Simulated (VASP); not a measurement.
# TlBr (Pm-3m) in VASP: notebook, part 2 of 2

VASP 6.6.1.

**4. Electric field gradients, r2SCAN**

POSCAR

```
TlBr
1.0
    3.9700000000      0.0000000000      0.0000000000
    0.0000000000      3.9700000000      0.0000000000
    0.0000000000      0.0000000000      3.9700000000
Tl Br
1 1
Direct
    0.0000000000      0.0000000000      0.0000000000
    0.5000000000      0.5000000000      0.5000000000
```

INCAR.step1

```
ALGO = Normal
EDIFF = 1E-5
ENCUT = 440
GGA = PE
GGA_COMPAT = F
ISMEAR = -1
LASPH = T
LCHARG = F
LREAL = F
LWAVE = T
NBANDS = 17
NELM = 120
PREC = Accurate
SIGMA = 0.03
```

INCAR.step2

```
ALGO = Normal
EDIFF = 1E-8
ENCUT = 440
GGA_COMPAT = F
ISIF = 2
ISMEAR = -1
ISTART = 1
LASPH = T
LCHARG = F
LEFG = T
LMIXTAU = T
LREAL = F
LWAVE = F
METAGGA = R2SCAN
NBANDS = 17
NELM = 120
PREC = Accurate
SIGMA = 0.03
```

KPOINTS

```
k-points
0
Gamma
  8 8 8
```

Potentials or basis: VASP PAW PBE potentials, release 64 (Tl_d, Br).

Started as:

```
$ cat potpaw_PBE.64/Tl_d/POTCAR potpaw_PBE.64/Br/POTCAR > POTCAR
$ cp INCAR.step1 INCAR
$ mpirun -np 1 vasp_std > vasp.out
$ cp INCAR.step2 INCAR
$ mpirun -np 1 vasp_std > vasp.out
```

OUTCAR:

```text
EDIFF = 1E-8
   ENCUT = 440
   ISIF = 2
   ISMEAR = -1
   ISTART = 1
   LASPH = T
   LREAL = F
   METAGGA = R2SCAN
   NELM = 120
   PREC = Accurate

 ion  position               nearest neighbor table
   1  0.000  0.000  0.000-   2 3.44   2 3.44   2 3.44   2 3.44   2 3.44   2 3.44   2 3.44   2 3.44

   2  0.500  0.500  0.500-   1 3.44   1 3.44   1 3.44   1 3.44   1 3.44   1 3.44   1 3.44   1 3.44

  LATTYP: Found a simple cubic cell.
 ALAT       =     3.9700000000

  Lattice vectors:

 A1 = (   3.9700000000,   0.0000000000,   0.0000000000)
 A2 = (   0.0000000000,   3.9700000000,   0.0000000000)
 A3 = (   0.0000000000,   0.0000000000,   3.9700000000)

Analysis of symmetry for initial positions (statically):
=====================================================================
 Subroutine PRICEL returns:
 Original cell was already a primitive cell.

 Routine SETGRP: Setting up the symmetry group for a
 simple cubic supercell.

 Subroutine GETGRP returns: Found 48 space group operations
[... 669 lines left out ...]
     3.970000000  0.000000000  0.000000000     0.251889169  0.000000000  0.000000000
     0.000000000  3.970000000  0.000000000     0.000000000  0.251889169  0.000000000
     0.000000000  0.000000000  3.970000000     0.000000000  0.000000000  0.251889169

 POSITION                                       TOTAL-FORCE (eV/Angst)
 -----------------------------------------------------------------------------------
      0.00000      0.00000      0.00000         0.000000      0.000000      0.000000
      1.98500      1.98500      1.98500         0.000000      0.000000      0.000000
 -----------------------------------------------------------------------------------
    total drift:                               -0.000000      0.000000      0.000000

  FREE ENERGIE OF THE ION-ELECTRON SYSTEM (eV)
  ---------------------------------------------------
  free  energy   TOTEN  =       -68.3791307605 eV

  energy  without entropy=      -68.3791307605  energy(sigma->0) =      -68.37913076

 Electric field gradients (V/A^2)
---------------------------------------------------------------------
 ion       V_xx      V_yy      V_zz      V_xy      V_xz      V_yz
---------------------------------------------------------------------
   1       0.000    -0.000     0.000    -0.000    -0.000     0.000
   2      -0.000    -0.000    -0.000     0.000    -0.000     0.000
---------------------------------------------------------------------

 Electric field gradients after diagonalization (V/A^2)
 (convention: |V_zz| > |V_xx| > |V_yy|)
----------------------------------------------------------------------
 ion       V_xx      V_yy      V_zz     asymmetry (V_yy - V_xx)/ V_zz
----------------------------------------------------------------------
   1      -0.000     0.000     0.000       1.163
   2      -0.000    -0.000    -0.000      -0.057
----------------------------------------------------------------------

           NMR quadrupolar parameters

 Cq : quadrupolar parameter    Cq=e*Q*V_zz/h
 eta: asymmetry parameters     (V_yy - V_xx)/ V_zz
 Q  : nuclear electric quadrupole moment in mb (millibarn)
----------------------------------------------------------------------
 ion       Cq(MHz)       eta       Q (mb)
----------------------------------------------------------------------
   1       0.000       1.163       1.000
   2      -0.000      -0.057       1.000
----------------------------------------------------------------------
```

OUTCAR.step1:

```text
EDIFF = 1E-5
   ENCUT = 440
   GGA = PE
   ISMEAR = -1
   LASPH = T
   LREAL = F
[... 700 lines left out ...]
 -----------------------------------------------------------------------------------
      0.00000      0.00000      0.00000         0.000000      0.000000      0.000000
      1.98500      1.98500      1.98500         0.000000      0.000000      0.000000
 -----------------------------------------------------------------------------------
    total drift:                               -0.000000      0.000000      0.000000

  FREE ENERGIE OF THE ION-ELECTRON SYSTEM (eV)
  ---------------------------------------------------
  free  energy   TOTEN  =        -5.5290074818 eV

  energy  without entropy=       -5.5290074818  energy(sigma->0) =       -5.52900748
```

OSZICAR.step1:

```text
N       E                     dE             d eps       ncg     rms          rms(c)
DAV:   1     0.876300942179E+02    0.87630E+02   -0.89215E+03  1254   0.891E+02
DAV:   2    -0.259926767027E+01   -0.90229E+02   -0.87025E+02  1453   0.207E+02
DAV:   3    -0.577336513097E+01   -0.31741E+01   -0.31664E+01  1379   0.338E+01
DAV:   4    -0.579057412125E+01   -0.17209E-01   -0.17208E-01  1506   0.303E+00
DAV:   5    -0.579073544166E+01   -0.16132E-03   -0.16132E-03  1407   0.284E-01    0.283E+00
DAV:   6    -0.555290373349E+01    0.23783E+00   -0.36402E-01  1250   0.298E+00    0.165E+00
DAV:   7    -0.552847387605E+01    0.24430E-01   -0.11803E-01  1308   0.149E+00    0.877E-01
DAV:   8    -0.552917577756E+01   -0.70190E-03   -0.16173E-02  1346   0.803E-01    0.171E-01
DAV:   9    -0.552888502693E+01    0.29075E-03   -0.12034E-03  1326   0.189E-01    0.725E-02
DAV:  10    -0.552900801924E+01   -0.12299E-03   -0.28121E-04  1285   0.845E-02    0.218E-02
DAV:  11    -0.552900748177E+01    0.53748E-06   -0.28255E-05  1264   0.353E-02
   1 F= -.55290075E+01 E0= -.55290075E+01  d E =-.717875E-11
```

It took 90 s on 1 thread of Intel Xeon Platinum 8488C (Sapphire Rapids), shared host; peak memory 0.18 GiB.

Results:

```
Free energy            : -68.3791 eV
Pressure               : 0.5 GPa
Band gap on the k mesh : 2.28 eV, direct
```

Levels at points of the mesh, in eV from the valence-band top:
| k point | band 8 | band 9 | band 10 | band 11 | band 12 | band 13 |
| --- | --- | --- | --- | --- | --- | --- |
| (0.00, 0.00, 0.00) | -1.39 | -1.39 | -1.39 | 7.53 | 7.53 | 7.76 |
| (0.50, 0.00, 0.00) | -0.89 | -0.89 | 0.00 | 2.28 | 6.23 | 6.23 |
| (0.50, 0.50, 0.00) | -3.03 | -3.03 | -0.81 | 5.28 | 5.28 | 7.90 |
| (0.50, 0.50, 0.50) | -2.04 | -2.04 | -2.04 | 2.49 | 2.49 | 2.49 |

Caveat: without QUAD_EFG the Cq values of the log hold for a quadrupole moment of 1 mb, not for the nuclei; the PAW data sets were made with another functional, which shifts forces and pressure a little; spin-orbit coupling is left out, which moves the levels of the heavy elements. A k mesh can miss the band edges.

**5. Electric field gradients, PBE, non-collinear spin, zero start, spin-orbit coupling**

INCAR

```
PREC = Accurate
ENCUT = 400
EDIFF = 1E-8
ISMEAR = -1
SIGMA = 0.03
LREAL = False
LASPH = True
NELM = 200
ALGO = Normal
ISIF = 2
LWAVE = False
LCHARG = False
MAGMOM = 0 0 0 0 0 0
LORBIT = 11
LSORBIT = True
GGA_COMPAT = False
LORBMOM = True
GGA = PE
LEFG = True
NBANDS = 32
```

KPOINTS

```
regular mesh
0
Gamma
  8 8 8
```

POSCAR is that of step 4.

Potentials or basis: VASP PAW PBE potentials, release 64 (Tl_d, Br).

Started as:

```
$ cat potpaw_PBE.64/Tl_d/POTCAR potpaw_PBE.64/Br/POTCAR > POTCAR
$ mpirun -np 1 vasp_ncl > vasp.out
```

OUTCAR:

```text
PREC = Accurate
   ENCUT = 400
   EDIFF = 1E-8
   ISMEAR = -1
   LREAL = False
   LASPH = True
   NELM = 200
   ISIF = 2
   LORBIT = 11
   LSORBIT = True
   GGA = PE

 ion  position               nearest neighbor table
   1  0.000  0.000  0.000-   2 3.44   2 3.44   2 3.44   2 3.44   2 3.44   2 3.44   2 3.44   2 3.44

   2  0.500  0.500  0.500-   1 3.44   1 3.44   1 3.44   1 3.44   1 3.44   1 3.44   1 3.44   1 3.44

  LATTYP: Found a simple cubic cell.
 ALAT       =     3.9700000000

  Lattice vectors:

 A1 = (   3.9700000000,   0.0000000000,   0.0000000000)
 A2 = (   0.0000000000,   3.9700000000,   0.0000000000)
 A3 = (   0.0000000000,   0.0000000000,   3.9700000000)
[... 1161 lines left out ...]
     0.0000005     0.0000001     0.0000000     0.0000001     0.0000000
 l=   3
     0.0000000     0.0000000     0.0000000     0.0000000     0.0000000     0.0000000     0.0000000
     0.0000000     0.0000000     0.0000000     0.0000000     0.0000000     0.0000000     0.0000000
     0.0000000     0.0000000     0.0000000     0.0000000     0.0000000     0.0000000     0.0000000
     0.0000000     0.0000000     0.0000000     0.0000000     0.0000000     0.0000000     0.0000000
     0.0000000     0.0000000     0.0000000     0.0000000     0.0000000     0.0000000     0.0000000
     0.0000000     0.0000000     0.0000000     0.0000000     0.0000000     0.0000000     0.0000000
     0.0000000     0.0000000     0.0000000     0.0000000     0.0000000     0.0000000     0.0000000

 total charge

# of ion       s       p       d       tot
------------------------------------------
    1        1.309   0.139   9.666  11.114
    2        1.616   3.224   0.007   4.847
--------------------------------------------------
tot          2.925   3.363   9.673  15.961

 magnetization (x)

# of ion       s       p       d       tot
------------------------------------------
    1       -0.000  -0.000   0.000  -0.000
    2        0.000  -0.000  -0.000  -0.000
--------------------------------------------------
tot         -0.000  -0.000  -0.000  -0.000

 magnetization (y)

# of ion       s       p       d       tot
------------------------------------------
    1        0.000   0.000   0.000   0.000
    2        0.000  -0.000  -0.000  -0.000
--------------------------------------------------
tot          0.000  -0.000  -0.000  -0.000

 magnetization (z)

# of ion       s       p       d       tot
------------------------------------------
    1        0.000   0.000   0.000   0.000
    2       -0.000  -0.000   0.000  -0.000
--------------------------------------------------
tot         -0.000  -0.000   0.000  -0.000
```

OSZICAR:

```text
N       E                     dE             d eps       ncg     rms          rms(c)
DAV:   1     0.955975456916E+02    0.95598E+02   -0.83043E+03  2304   0.891E+02
DAV:   2    -0.113111603187E+01   -0.96729E+02   -0.92713E+02  2640   0.219E+02
DAV:   3    -0.595716504932E+01   -0.48260E+01   -0.48038E+01  2680   0.423E+01
DAV:   4    -0.599230289185E+01   -0.35138E-01   -0.35133E-01  2488   0.427E+00
DAV:   5    -0.599269030708E+01   -0.38742E-03   -0.38741E-03  2632   0.455E-01    0.322E+00
DAV:   6    -0.576331415897E+01    0.22938E+00   -0.27375E-01  2448   0.320E+00    0.199E+00
DAV:   7    -0.574307705402E+01    0.20237E-01   -0.11853E-01  2440   0.165E+00    0.111E+00
DAV:   8    -0.574329642875E+01   -0.21937E-03   -0.98878E-03  2528   0.550E-01    0.599E-01
DAV:   9    -0.574373893807E+01   -0.44251E-03   -0.25491E-03  2464   0.396E-01    0.122E-01
DAV:  10    -0.574365823955E+01    0.80699E-04   -0.52998E-04  2440   0.152E-01    0.411E-02
DAV:  11    -0.574372190990E+01   -0.63670E-04   -0.12651E-04  2424   0.655E-02    0.924E-03
DAV:  12    -0.574372386556E+01   -0.19557E-05   -0.67016E-06  2656   0.166E-02    0.559E-03
DAV:  13    -0.574372405041E+01   -0.18485E-06   -0.14215E-06  2432   0.809E-03    0.220E-03
DAV:  14    -0.574372389406E+01    0.15635E-06   -0.14968E-07  2648   0.251E-03    0.149E-03
DAV:  15    -0.574372382958E+01    0.64480E-07   -0.10041E-07  2488   0.165E-03    0.352E-04
DAV:  16    -0.574372383119E+01   -0.16043E-08   -0.94570E-09  2272   0.632E-04
   1 F= -.57437238E+01 E0= -.57437238E+01  d E =-.180995E-10  mag=    -0.0000     0.0000     0.0000
```

Run time: 85 s. Hardware: 1 thread of Intel Xeon Platinum 8488C (Sapphire Rapids), shared host; peak memory 0.28 GiB.

What came out:

```yaml
Free_energy: -5.7437 eV
Pressure: 1.2 GPa
Net_moment: 0.00 μB per cell
Valence_electrons_inside_the_program's_atomic_spheres: Tl 11.11; Br 4.85
```

Moments on the atoms (μB; x, y, z):
```
Tl  0.00 0.00 0.00
Br  0.00 0.00 0.00
```

Caveat: without QUAD_EFG the Cq values of the log hold for a quadrupole moment of 1 mb, not for the nuclei.

**6. Summary**

```csv
level,potentials or basis,spin,cutoff (eV),gap on the mesh (eV),pressure (GPa)
LDA,"VASP PAW LDA potentials, release 64 (Tl_d, Br)",off,400,1.63,-2.6
PBEsol,"VASP PAW PBE potentials, release 64 (Tl_d, Br)",off,400,1.71,-1.1
r2SCAN,"VASP PAW PBE potentials, release 64 (Tl_d, Br)",off,440,2.28,0.5
PBE,"VASP PAW PBE potentials, release 64 (Tl_d, Br)","non-collinear, zero start, SOC",400,-,1.2
```

Alike in all rows: task electric field gradients; cell as given; k mesh 8 × 8 × 8; smearing fermi-dirac 0.03 eV.

Caveats: spin-orbit coupling is left out, which moves the levels of the heavy elements (some runs); the PAW data sets were made with another functional, which shifts forces and pressure a little (some runs).

Total energies depend on the potentials used, so only differences within one code and one set of settings carry meaning.
